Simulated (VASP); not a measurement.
# Tl3Cu (Pm-3m) in VASP: settings compared

Aim: see how the results for Tl3Cu move with the level of theory and the settings. Levels: PBE+D3(BJ), PBE+D4, PBE. Tasks: single point.

Everything below comes from runs of VASP 6.6.1. Logs are shortened: lines on timing, memory, paths and dates and some standing lists are left out, and cuts for length are marked.

## Step 1: The cell of the first run

Symmetry: Pm-3m, No. 221, cubic system. The conventional cell has a = 4.617 Å, b = 4.617 Å, c = 4.617 Å, α = 90.00°, β = 90.00°, γ = 90.00°. Tl (site symmetry 4/mmm) has 8 Tl at 3.26 Å and 4 Cu at 3.26 Å within 4.3 Å. Cu (site symmetry m-3m) has 12 Tl at 3.26 Å within 4.3 Å.

## Step 2: Single point, PBE+D3(BJ)

File INCAR:

```
SYSTEM = Tl3Cu
PREC = Accurate
ENCUT = 520
EDIFF = 1E-6
ISMEAR = -1
SIGMA = 0.05
LREAL = .False.
LASPH = .True.
NELM = 80
ALGO = Normal
ISIF = 2
LWAVE = .False.
LCHARG = .False.
GGA = PE
IVDW = 12
NBANDS = 33
```

File KPOINTS:

```
Automatic mesh
0
Gamma
  6 6 6
  0 0 0
```

File POSCAR:

```
Tl3Cu
1.0
    4.6167569625      0.0000000000      0.0000000000
    0.0000000000      4.6167569625      0.0000000000
    0.0000000000      0.0000000000      4.6167569625
Tl Cu
3 1
Direct
    0.5000000000      0.5000000000      0.0000000000
    0.5000000000      0.0000000000      0.5000000000
    0.0000000000      0.5000000000      0.5000000000
    0.0000000000      0.0000000000      0.0000000000
```

Potentials or basis: VASP PAW PBE potentials, release 64 (Tl_d, Cu).

On the command line:

```bash
cat potpaw_PBE.64/Tl_d/POTCAR potpaw_PBE.64/Cu/POTCAR > POTCAR
mpirun -np 1 vasp_std > vasp.out
```

OUTCAR:

```text
SYSTEM = Tl3Cu
   PREC = Accurate
   ENCUT = 520
   EDIFF = 1E-6
   ISMEAR = -1
   LREAL = .False.
   LASPH = .True.
   NELM = 80
   ISIF = 2
   GGA = PE
   IVDW = 12
 IVDW          = 12

 ion  position               nearest neighbor table
   1  0.500  0.500  0.000-   2 3.26   3 3.26   4 3.26   2 3.26   3 3.26   2 3.26   4 3.26   2 3.26
                             3 3.26   4 3.26   3 3.26   4 3.26
   2  0.500  0.000  0.500-   1 3.26   3 3.26   4 3.26   1 3.26   4 3.26   1 3.26   3 3.26   1 3.26
                             3 3.26   4 3.26   4 3.26   3 3.26
   3  0.000  0.500  0.500-   1 3.26   2 3.26   4 3.26   1 3.26   4 3.26   2 3.26   4 3.26   4 3.26
                             1 3.26   2 3.26   1 3.26   2 3.26
   4  0.000  0.000  0.000-   1 3.26   2 3.26   3 3.26   2 3.26   3 3.26   1 3.26   3 3.26   3 3.26
                             1 3.26   2 3.26   2 3.26   1 3.26

  LATTYP: Found a simple cubic cell.
 ALAT       =     4.6167569625

  Lattice vectors:

 A1 = (   4.6167569625,   0.0000000000,   0.0000000000)
 A2 = (   0.0000000000,   4.6167569625,   0.0000000000)
 A3 = (   0.0000000000,   0.0000000000,   4.6167569625)

Analysis of symmetry for initial positions (statically):
=====================================================================
 Subroutine PRICEL returns:
 Original cell was already a primitive cell.

 Routine SETGRP: Setting up the symmetry group for a
 simple cubic supercell.

 Subroutine GETGRP returns: Found 48 space group operations
 (whereof 48 operations were pure point group operations)
 out of a pool of 48 trial point group operations.

The static configuration has the point symmetry O_h .

Analysis of symmetry for dynamics (positions and initial velocities):
=====================================================================
 Subroutine PRICEL returns:
 Original cell was already a primitive cell.

 Routine SETGRP: Setting up the symmetry group for a
 simple cubic supercell.

 Subroutine GETGRP returns: Found 48 space group operations
 (whereof 48 operations were pure point group operations)
 out of a pool of 48 trial point group operations.

The dynamic configuration has the point symmetry O_h .

 Subroutine INISYM returns: Found 48 space group operations
 (whereof 48 operations are pure point group operations),
 and found     1 'primitive' translations

----------------------------------------------------------------------------------------

                                     Primitive cell

  volume of cell :      98.4036
[... 88 lines left out ...]
   EDIFF  = 0.1E-05   stopping-criterion for ELM
   LREAL  =      F    real-space projection
   EDIFFG = 0.1E-04   stopping-criterion for IOM
   NSW    =      0    number of steps for IOM
   IBRION =     -1    ionic relax: 0-MD 1-quasi-New 2-CG
   NFREE  =      0    steps in history (QN), initial steepest desc. (CG)
   ISIF   =      2    stress and relaxation
   ISYM   =      2    0-nonsym 1-usesym 2-fastsym
   POTIM  = 0.5000    time-step for ionic-motion
   TEBEG  =    0.0;   TEEND  =   0.0 temperature during run
   PSTRESS=    0.0 pullay stress
   NELECT =      50.0000    total number of electrons
   NUPDOWN=      -1.0000    fix difference up-down
   EMIN   =  10.00;   EMAX   =-10.00  energy-range for DOS
   EFERMI =   0.00;   METHOD = LEGACY
   ISMEAR =    -1;   SIGMA  =   0.05  broadening in eV -4-tet -1-fermi 0-gaus
   EFERMI_NEDOS =   21; number of points for ismear=-14 and -15
   IALGO  =     38    algorithm
   IMIX   =      4    mixing-type and parameters
     AMIX     =   0.40;   BMIX     =  1.00
     AMIX_MAG =   1.60;   BMIX_MAG =  1.00
  volume/ion in A,a.u.               =      24.60       166.02
  Fermi-wavevector in a.u.,A,eV,Ry     =   1.306355  2.468653 23.219198  1.706563
  Thomas-Fermi vector in A             =   2.437162
   LORBIT       =      0    0 simple, 1 ext, 2 COOP (PROOUT), +10 PAW based schemes
   GGA     = PE    functional components
   LHFCALC =     F    Hartree Fock is set to
   AEXX    =    0.0000 exact exchange contribution
   IVDW    =    12    specifies the selected vdW correction
   LEPSILON=     F    determine dielectric tensor
   LRPA    =     F    only Hartree local field effects (RPA)
 non-spin polarized calculation
  energy-cutoff  :      520.00
  volume of cell :       98.40
 maximum number of plane-waves:      2680
 NGX is ok and might be reduce to    36
   NGX = 17   NGY = 17   NGZ = 17

 number of electron      49.9999964 magnetization

 Free energy of the ion-electron system (eV)
  ---------------------------------------------------
  ext. energy  EPLUGINS =         0.00000000
  ---------------------------------------------------
  free energy    TOTEN  =        -9.22673047 eV

  energy without entropy =       -9.20925894  energy(sigma->0) =       -9.21799471

 E-fermi :   6.6891     XC(G=0): -10.5034

 val. band max:        6.6590012317   @ k =   0.5000   0.3333   0.1667
 cond. band min:       6.6909992969   @ k =   0.5000   0.0000   0.0000
 fundamental gap:      0.0319980653
 Fermi energy:         6.6891463716

 k-point     1 :       0.0000    0.0000    0.0000
  band No.  band energies     occupation
      1      -5.5387      2.00000
      2      -5.4445      2.00000
      3      -5.4445      2.00000
      4      -5.4445      2.00000
      5      -5.1427      2.00000
      6      -5.1427      2.00000
[... 709 lines left out ...]
     32      16.7547      0.00000
     33      16.7547      0.00000

------------------------ aborting loop because EDIFF is reached ----------------------------------------

 Edisp (eV)   -1.46750

 E8    (eV) :    -0.7389

  FORCE on cell =-STRESS in cart. coord.  units (eV):
  Direction    XX          YY          ZZ          XY          YZ          ZX
  --------------------------------------------------------------------------------------
  -------------------------------------------------------------------------------------
  Total       0.00399     0.00399     0.00399     0.00000    -0.00000    -0.00000
  in kB       0.06504     0.06504     0.06504     0.00000    -0.00000    -0.00000
  external pressure =        0.07 kB  Pullay stress =        0.00 kB

 VOLUME and BASIS-vectors are now :
 -----------------------------------------------------------------------------
  energy-cutoff  :      520.00
  volume of cell :       98.40
      direct lattice vectors                 reciprocal lattice vectors
     4.616756963  0.000000000  0.000000000     0.216602262  0.000000000  0.000000000
     0.000000000  4.616756963  0.000000000     0.000000000  0.216602262  0.000000000
     0.000000000  0.000000000  4.616756963     0.000000000  0.000000000  0.216602262

 POSITION                                       TOTAL-FORCE (eV/Angst)
 -----------------------------------------------------------------------------------
      2.30838      2.30838      0.00000         0.000000      0.000000      0.000000
      2.30838      0.00000      2.30838         0.000000      0.000000      0.000000
      0.00000      2.30838      2.30838         0.000000      0.000000      0.000000
      0.00000      0.00000      0.00000         0.000000      0.000000      0.000000
 -----------------------------------------------------------------------------------
    total drift:                                0.000000      0.000000      0.000000

  FREE ENERGIE OF THE ION-ELECTRON SYSTEM (eV)
  ---------------------------------------------------
  free  energy   TOTEN  =       -10.6942262874 eV

  energy  without entropy=      -10.6767547649  energy(sigma->0) =      -10.68549053
```

OSZICAR:

```text
N       E                     dE             d eps       ncg     rms          rms(c)
DAV:   1     0.378909159879E+03    0.37891E+03   -0.25186E+04  1328   0.168E+03
DAV:   2     0.889879845790E+01   -0.37001E+03   -0.35098E+03  1339   0.381E+02
DAV:   3    -0.942718608807E+01   -0.18326E+02   -0.17306E+02  1544   0.905E+01
DAV:   4    -0.979584273590E+01   -0.36866E+00   -0.36679E+00  1525   0.118E+01
DAV:   5    -0.980865819462E+01   -0.12815E-01   -0.12815E-01  1924   0.243E+00    0.893E+00
DAV:   6    -0.103324890977E+02   -0.52383E+00   -0.11881E+01  1681   0.484E+01    0.685E+00
DAV:   7    -0.924561430565E+01    0.10869E+01   -0.33551E+00  1752   0.280E+01    0.291E+00
DAV:   8    -0.934873203762E+01   -0.10312E+00   -0.10742E+00  1905   0.131E+01    0.301E+00
DAV:   9    -0.922803382456E+01    0.12070E+00   -0.55614E-01  1782   0.105E+01    0.452E-01
DAV:  10    -0.922672661318E+01    0.13072E-02   -0.26550E-02  1705   0.177E+00    0.630E-02
DAV:  11    -0.922679834106E+01   -0.71728E-04   -0.71160E-04  1746   0.259E-01    0.658E-02
DAV:  12    -0.922673003618E+01    0.68305E-04   -0.22776E-04  1737   0.230E-01    0.871E-03
DAV:  13    -0.922673454579E+01   -0.45096E-05   -0.20423E-05  1538   0.306E-02    0.140E-02
DAV:  14    -0.922673111864E+01    0.34272E-05   -0.45154E-06  1159   0.313E-02    0.622E-03
DAV:  15    -0.922673046690E+01    0.65174E-06   -0.22786E-06  1067   0.194E-02
   1 F= -.10694226E+02 E0= -.10685491E+02  d E =-.174715E-01
```

stdout:

```text
POSCAR found type information on POSCAR TlCu
 POSCAR found :  2 types and       4 ions
 scaLAPACK will be used
 LDA part: xc-table for (Slater+PW92), standard interpolation
 POSCAR, INCAR and KPOINTS ok, starting setup
 FFT: planning ... GRIDC
 FFT: planning ... GRID_SOFT
 FFT: planning ... GRID
 WAVECAR not read
 entering main loop
```

Wall time 24 s (1 thread of Intel Xeon Platinum 8559C (Emerald Rapids), shared host); peak memory 0.23 GiB.

Results:

```
Free energy                : -10.6942 eV
Pressure                   : 0.0 GPa
Band gap on the k mesh     : zero (band 25 reaches 8.21 eV, above the bottom of band 26 at 4.77 eV)
Dispersion energy per atom : -0.367 eV
```

Levels at points of the mesh, in eV from the Fermi level:
```csv
k point,band 21,band 22,band 23,band 24,band 25,band 26,band 27,band 28,band 29,band 30
"(0.00, 0.00, 0.00)",-2.18,-1.74,-1.74,-1.53,-1.53,-1.53,0.72,4.99,4.99,4.99
"(0.50, 0.00, 0.00)",-2.40,-2.19,-2.19,0.00,0.75,0.75,1.57,1.57,2.89,3.00
"(0.50, 0.50, 0.00)",-2.36,-2.18,-2.07,-2.02,1.52,2.45,2.45,2.91,3.20,3.20
"(0.50, 0.50, 0.50)",-2.51,-2.51,-2.15,-2.15,-1.92,-1.92,-1.92,-0.68,9.39,9.39
```

Caveat: spin-orbit coupling is left out, which moves the levels of the heavy elements; pairwise dispersion overbinds metals, which lowers pressure and volume.

## Step 3: Single point, PBE+D4

File INCAR:

```
PREC = Accurate ; ENCUT = 520
EDIFF = 1E-6 ; ISMEAR = -1
SIGMA = 0.05 ; LREAL = F
LASPH = T ; NELM = 60
ALGO = Normal ; ISIF = 2
LWAVE = F ; LCHARG = F
GGA = PE ; IVDW = 13
NBANDS = 33
```

File KPOINTS:

```
regular mesh
0
Gamma
  6 6 6
```

File POSCAR:

```
Tl3Cu
1.0
    4.6172672235      0.0000000000      0.0000000000
    0.0000000000      4.6172672235      0.0000000000
    0.0000000000      0.0000000000      4.6172672235
Tl Cu
3 1
Direct
    0.5000000000      0.5000000000      0.0000000000
    0.5000000000      0.0000000000      0.5000000000
    0.0000000000      0.5000000000      0.5000000000
    0.0000000000      0.0000000000      0.0000000000
```

Potentials or basis: VASP PAW PBE potentials, release 64 (Tl_d, Cu).

On the command line:

```bash
cat potpaw_PBE.64/Tl_d/POTCAR potpaw_PBE.64/Cu/POTCAR > POTCAR
mpirun -np 1 vasp_std > vasp.out
```

OUTCAR:

```text
PREC = Accurate
   ENCUT = 520
   EDIFF = 1E-6
   ISMEAR = -1
   LREAL = F
   LASPH = T
   NELM = 60
   ISIF = 2
   GGA = PE
   IVDW = 13

 ion  position               nearest neighbor table
   1  0.500  0.500  0.000-   2 3.26   3 3.26   4 3.26   2 3.26   3 3.26   2 3.26   4 3.26   2 3.26
                             3 3.26   4 3.26   3 3.26   4 3.26
   2  0.500  0.000  0.500-   1 3.26   3 3.26   4 3.26   1 3.26   4 3.26   1 3.26   3 3.26   1 3.26
                             3 3.26   4 3.26   4 3.26   3 3.26
   3  0.000  0.500  0.500-   1 3.26   2 3.26   4 3.26   1 3.26   4 3.26   2 3.26   4 3.26   4 3.26
[... 921 lines left out ...]
  --------------------------------------------------------------------------------------
  -------------------------------------------------------------------------------------
  Total       0.00184     0.00184     0.00184    -0.00000    -0.00000    -0.00000
  in kB       0.02998     0.02998     0.02998    -0.00000    -0.00000    -0.00000
  external pressure =        0.03 kB  Pullay stress =        0.00 kB

 VOLUME and BASIS-vectors are now :
 -----------------------------------------------------------------------------
  energy-cutoff  :      520.00
  volume of cell :       98.44
      direct lattice vectors                 reciprocal lattice vectors
     4.617267223  0.000000000  0.000000000     0.216578325  0.000000000  0.000000000
     0.000000000  4.617267223  0.000000000     0.000000000  0.216578325  0.000000000
     0.000000000  0.000000000  4.617267223     0.000000000  0.000000000  0.216578325

 POSITION                                       TOTAL-FORCE (eV/Angst)
 -----------------------------------------------------------------------------------
      2.30863      2.30863      0.00000         0.000000      0.000000      0.000000
      2.30863      0.00000      2.30863         0.000000      0.000000      0.000000
      0.00000      2.30863      2.30863         0.000000      0.000000      0.000000
      0.00000      0.00000      0.00000         0.000000      0.000000      0.000000
 -----------------------------------------------------------------------------------
    total drift:                                0.000000      0.000000      0.000000

  FREE ENERGIE OF THE ION-ELECTRON SYSTEM (eV)
  ---------------------------------------------------
  free  energy   TOTEN  =       -10.7867849984 eV

  energy  without entropy=      -10.7693223472  energy(sigma->0) =      -10.77805367
```

OSZICAR:

```text
N       E                     dE             d eps       ncg     rms          rms(c)
DAV:   1     0.388420924571E+03    0.38842E+03   -0.25005E+04  1320   0.167E+03
DAV:   2     0.930480997699E+01   -0.37912E+03   -0.36038E+03  1354   0.387E+02
DAV:   3    -0.943828320745E+01   -0.18743E+02   -0.17806E+02  1537   0.925E+01
DAV:   4    -0.979569529049E+01   -0.35741E+00   -0.35574E+00  1533   0.118E+01
DAV:   5    -0.980879496790E+01   -0.13100E-01   -0.13099E-01  1883   0.245E+00    0.892E+00
DAV:   6    -0.103335185504E+02   -0.52472E+00   -0.11898E+01  1687   0.484E+01    0.685E+00
DAV:   7    -0.924615807752E+01    0.10874E+01   -0.33612E+00  1736   0.279E+01    0.291E+00
DAV:   8    -0.934938956302E+01   -0.10323E+00   -0.10767E+00  1905   0.131E+01    0.301E+00
DAV:   9    -0.922861936187E+01    0.12077E+00   -0.55866E-01  1773   0.106E+01    0.454E-01
DAV:  10    -0.922725589921E+01    0.13635E-02   -0.26561E-02  1706   0.178E+00    0.631E-02
DAV:  11    -0.922732836997E+01   -0.72471E-04   -0.72270E-04  1741   0.264E-01    0.660E-02
DAV:  12    -0.922725959676E+01    0.68773E-04   -0.23203E-04  1786   0.232E-01    0.905E-03
DAV:  13    -0.922726395333E+01   -0.43566E-05   -0.19558E-05  1515   0.289E-02    0.138E-02
DAV:  14    -0.922726060887E+01    0.33445E-05   -0.43065E-06  1170   0.306E-02    0.623E-03
DAV:  15    -0.922725994676E+01    0.66211E-06   -0.22744E-06  1036   0.194E-02
   1 F= -.10786785E+02 E0= -.10778054E+02  d E =-.174627E-01
```

stdout:

```text
POSCAR found type information on POSCAR TlCu
 POSCAR found :  2 types and       4 ions
 scaLAPACK will be used
 LDA part: xc-table for (Slater+PW92), standard interpolation
 POSCAR, INCAR and KPOINTS ok, starting setup
 FFT: planning ... GRIDC
 FFT: planning ... GRID_SOFT
 FFT: planning ... GRID
 WAVECAR not read
 entering main loop
```

Run time: 25 s. Hardware: 1 thread of Intel Xeon Platinum 8559C (Emerald Rapids), shared host; peak memory 0.23 GiB.

Results:

```yaml
Free_energy: -10.7868 eV
Pressure: 0.0 GPa
Band_gap_on_the_k_mesh: zero (band 25 reaches 8.21 eV, above the bottom of band 26 at 4.76 eV)
Dispersion_energy_per_atom: -0.390 eV
```

Caveat: spin-orbit coupling is left out, which moves the levels of the heavy elements; pairwise dispersion overbinds metals, which lowers pressure and volume.

[end of part 1 of 2]
